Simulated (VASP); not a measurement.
# ZrO5 (F-43m) in VASP: a series of runs, part 2 of 2

VASP 6.6.1. Earlier steps stand in the parts before.

### Step 4. Relaxation of cell and atoms, PBE

This run uses another cell than the first one, of 9.72 Å³/atom, 1.110 times its volume.

File INCAR:

```
SYSTEM = ZrO5
PREC = Accurate
ENCUT = 600
EDIFF = 1E-6
ISMEAR = 0
SIGMA = 0.1
LREAL = .FALSE.
LASPH = .TRUE.
NELM = 80
ALGO = Normal
ISIF = 3
LWAVE = .FALSE.
LCHARG = .FALSE.
GGA = PE
IBRION = 2
NSW = 90
EDIFFG = -0.04
```

File KPOINTS:

```
regular mesh
0
G
  6 6 6
  0 0 0
```

File POSCAR:

```
ZrO5
1.0
    0.0000000000      3.0775313300      3.0775313300
    3.0775313300      0.0000000000      3.0775313300
    3.0775313300      3.0775313300      0.0000000000
Zr O
1 5
Direct
    0.0000000000      0.0000000000      0.0000000000
    0.2500000000      0.2500000000      0.2500000000
    0.1283094900      0.6238968400      0.6238968400
    0.6238968400      0.6238968400      0.6238968400
    0.6238968400      0.6238968400      0.1283094900
    0.6238968400      0.1283094900      0.6238968400
```

Command:

```console
$ cat potpaw_PBE.64/Zr_sv/POTCAR potpaw_PBE.64/O/POTCAR > POTCAR
$ mpirun -np 1 vasp_std > vasp.out
```

Wall time 72 s (1 thread of Intel Xeon 6975P-C (Granite Rapids), shared host); peak memory 0.22 GiB.

The run converged. Its results:

* Free energy: -33.6223 eV
* Relaxed volume: 8.71 Å³/atom
* Relaxed cell: a = 4.197 Å, b = 4.197 Å, c = 4.197 Å, α = 60.00°, β = 60.00°, γ = 60.00°
* Space group after relaxing (to 0.05 Å): F-43m (No. 216)
* Energy gained by relaxing: 62.1 meV/atom
* Ionic steps: 5
* Pressure after relaxing: 0.5 GPa
* Largest force after relaxing: 0.013 eV/Å
* Band gap on the k mesh: zero (band 21 reaches 6.92 eV, above the bottom of band 22 at 6.11 eV)

Forces in eV/Å, atoms in the order of the input:
```
Zr   0.000  0.000  0.000
O    0.000  0.000  0.000
O   -0.008  0.008  0.008
O   -0.008 -0.008 -0.008
O    0.008  0.008 -0.008
O    0.008 -0.008  0.008
```

Step by step:
| step | energy change (eV) | largest force (eV/Å) | pressure (GPa) | volume (Å³) |
| --- | --- | --- | --- | --- |
| 1 | 0.0000 | 0.4710 | -17.22 | 58.30 |
| 2 | -0.2917 | 0.1119 | 10.95 | 49.92 |
| 3 | -0.3714 | 0.1268 | 0.19 | 52.32 |
| 4 | -0.3712 | 0.1169 | 0.64 | 52.21 |
| 5 | -0.3727 | 0.0131 | 0.53 | 52.27 |

Final structure:
```
CELL_PARAMETERS angstrom
0.00000 2.96764 2.96764
2.96764 0.00000 2.96764
2.96764 2.96764 0.00000
ATOMIC_POSITIONS crystal
Zr 0.00000 0.00000 0.00000
O 0.25000 0.25000 0.25000
O 0.12212 0.62596 0.62596
O 0.62596 0.62596 0.62596
O 0.62596 0.62596 0.12212
O 0.62596 0.12212 0.62596
```

Levels at points of the mesh, in eV from the Fermi level:
```tsv
k point	band 18	band 19	band 20	band 21	band 22	band 23	band 24	band 25
(0.00, 0.00, 0.00)	-0.93	0.34	0.34	0.34	1.64	1.64	1.64	4.96
(0.50, 0.00, 0.00)	-2.16	-0.80	-0.01	-0.01	0.38	1.16	1.16	3.46
(0.50, 0.50, 0.00)	-2.55	-2.31	-0.49	-0.46	-0.46	1.08	1.08	3.94
```

### Step 5. Single point, PBE

File INCAR:

```
PREC = Accurate ; ENCUT = 520
EDIFF = 1E-7 ; ISMEAR = 0
SIGMA = 0.1 ; LREAL = False
LASPH = True ; NELM = 80
ALGO = Normal ; ISIF = 2
LWAVE = False ; LCHARG = True
GGA = PE ; LELF = True
LVHAR = True ; NBANDS = 30
```

File KPOINTS:

```
regular mesh
0
Gamma
  12 12 12
```

File POSCAR:

```
ZrO5
1.0
    0.0000000000      2.9719023268      2.9719023268
    2.9719023268      0.0000000000      2.9719023268
    2.9719023268      2.9719023268      0.0000000000
Zr O
1 5
Direct
    0.0000000000      0.0000000000      0.0000000000
    0.7500000000      0.7500000000      0.7500000000
    0.3742394562      0.3742394562      0.8772816314
    0.3742394562      0.8772816314      0.3742394562
    0.3742394562      0.3742394562      0.3742394562
    0.8772816314      0.3742394562      0.3742394562
```

Command:

```console
$ cat potpaw_PBE.64/Zr_sv/POTCAR potpaw_PBE.64/O/POTCAR > POTCAR
$ mpirun -np 1 vasp_std > vasp.out
```

It took 56 s on 1 thread of Intel Xeon 6975P-C (Granite Rapids), shared host; peak memory 0.23 GiB.

The run converged. Its results:

```
Free energy            : -33.6048 eV
Pressure               : -0.1 GPa
Largest force          : 0.009 eV/Å
Band gap on the k mesh : zero (band 21 reaches 6.88 eV, above the bottom of band 22 at 6.05 eV)
```

Forces in eV/Å, atoms in the order of the input:
```
Zr   0.000  0.000  0.000
O    0.000  0.000  0.000
O   -0.005 -0.005  0.005
O   -0.005  0.005 -0.005
O    0.005  0.005  0.005
O    0.005 -0.005 -0.005
```

Levels at points of the mesh, in eV from the Fermi level:
| k point | band 18 | band 19 | band 20 | band 21 | band 22 | band 23 | band 24 | band 25 |
| --- | --- | --- | --- | --- | --- | --- | --- | --- |
| (0.00, 0.00, 0.00) | -0.92 | 0.36 | 0.36 | 0.36 | 1.65 | 1.65 | 1.65 | 4.94 |
| (0.50, 0.00, 0.00) | -2.13 | -0.80 | 0.00 | 0.00 | 0.40 | 1.17 | 1.17 | 3.45 |
| (0.50, 0.50, 0.00) | -2.51 | -2.27 | -0.49 | -0.45 | -0.45 | 1.10 | 1.10 | 3.92 |

### Step 6. Relaxation of cell and atoms, PBE

File INCAR:

```
SYSTEM = ZrO5
PREC = Accurate
ENCUT = 600
EDIFF = 1E-7
ISMEAR = 0
SIGMA = 0.1
LREAL = .False.
LASPH = .True.
NELM = 80
ALGO = Normal
ISIF = 3
LWAVE = .False.
LCHARG = .False.
GGA = PE
IBRION = 2
NSW = 100
EDIFFG = -0.01
```

File KPOINTS:

```
regular mesh
0
Gamma
  12 12 12
  0 0 0
```

File POSCAR:

```
ZrO5
1.0
    0.0000000000      2.9721610061      2.9721610061
    2.9721610061      0.0000000000      2.9721610061
    2.9721610061      2.9721610061      0.0000000000
Zr O
1 5
Direct
    0.0000000000      0.0000000000      0.0000000000
    0.7500000000      0.7500000000      0.7500000000
    0.3740332236      0.3740332236      0.8779003291
    0.3740332236      0.8779003291      0.3740332236
    0.3740332236      0.3740332236      0.3740332236
    0.8779003291      0.3740332236      0.3740332236
```

Potentials or basis: VASP PAW PBE potentials, release 64 (Zr_sv, O).

Command:

```console
$ cat potpaw_PBE.64/Zr_sv/POTCAR potpaw_PBE.64/O/POTCAR > POTCAR
$ mpirun -np 1 vasp_std > vasp.out
```

It took 2.1 min on 1 thread of Intel Xeon 6975P-C (Granite Rapids), shared host; peak memory 0.27 GiB.

It converged, with:

```
Free energy                            : -33.6094 eV
Relaxed volume                         : 8.73 Å³/atom
Relaxed cell                           : a = 4.200 Å, b = 4.200 Å, c = 4.200 Å, α = 60.00°, β = 60.00°, γ = 60.00°
Space group after relaxing (to 0.05 Å) : F-43m (No. 216)
Energy gained by relaxing              : 0.1 meV/atom
Ionic steps                            : 2
Pressure after relaxing                : 0.1 GPa
Band gap on the k mesh                 : zero (band 21 reaches 6.90 eV, above the bottom of band 22 at 6.07 eV)
```

The path:
```csv
step,energy change (eV),largest force (eV/Å),pressure (GPa),volume (Å³)
1,0.0000,0.0548,-0.30,52.51
2,-0.0004,0.0003,0.13,52.38
```

Final structure:
```
Zr O
1.0
     0.00000    2.96978    2.96978
     2.96978    0.00000    2.96978
     2.96978    2.96978    0.00000
Zr O
1 5
Cartesian
  0.0000 2.9698 2.9698
  4.4547 4.4547 4.4547
  3.7164 3.7164 2.2231
  3.7164 2.2231 3.7164
  2.2231 2.2231 2.2231
  2.2231 3.7164 3.7164
```

Levels at points of the mesh, in eV from the Fermi level:
| k point | band 17 | band 18 | band 19 | band 20 | band 21 | band 22 | band 23 | band 24 | band 25 |
| --- | --- | --- | --- | --- | --- | --- | --- | --- | --- |
| (0.00, 0.00, 0.00) | -0.92 | -0.92 | 0.36 | 0.36 | 0.36 | 1.65 | 1.65 | 1.65 | 4.96 |
| (0.50, 0.00, 0.00) | -2.43 | -2.14 | -0.80 | 0.00 | 0.00 | 0.40 | 1.18 | 1.18 | 3.46 |
| (0.50, 0.50, 0.00) | -2.52 | -2.52 | -2.27 | -0.49 | -0.46 | -0.46 | 1.10 | 1.10 | 3.93 |

### Step 7. Summary

| task | cell | k mesh | cutoff (eV) | gap on the mesh (eV) | pressure (GPa) | largest force (eV/Å) |
| --- | --- | --- | --- | --- | --- | --- |
| single point | a = 4.203 Å, angles 60.0°, 6 atoms | 6 × 6 × 6 | 520 | none | -0.2 | 0.01 |
| single point | a = 4.352 Å, angles 60.0°, 6 atoms | 6 × 6 × 6 | 520 | none | -17.1 | 0.47 |
| relaxation of cell and atoms | relaxed from a = 4.352 Å, angles 60.0°, 6 atoms | 6 × 6 × 6 | 600 | none | 0.5 | 0.01 |
| single point | a = 4.203 Å, angles 60.0°, 6 atoms | 12 × 12 × 12 | 520 | none | -0.1 | 0.01 |
| relaxation of cell and atoms | relaxed from a = 4.203 Å, angles 60.0°, 6 atoms | 12 × 12 × 12 | 600 | none | 0.1 | - |

Some of these runs hold the atoms at other places in the same cell, which the table doesn't show; runs alike in all that it shows share one row.

Alike in all rows: level PBE; potentials or basis VASP PAW PBE potentials, release 64 (Zr_sv, O); no spin polarisation; smearing gaussian 0.1 eV.

Absolute energies hang on the potentials; compare differences alone.
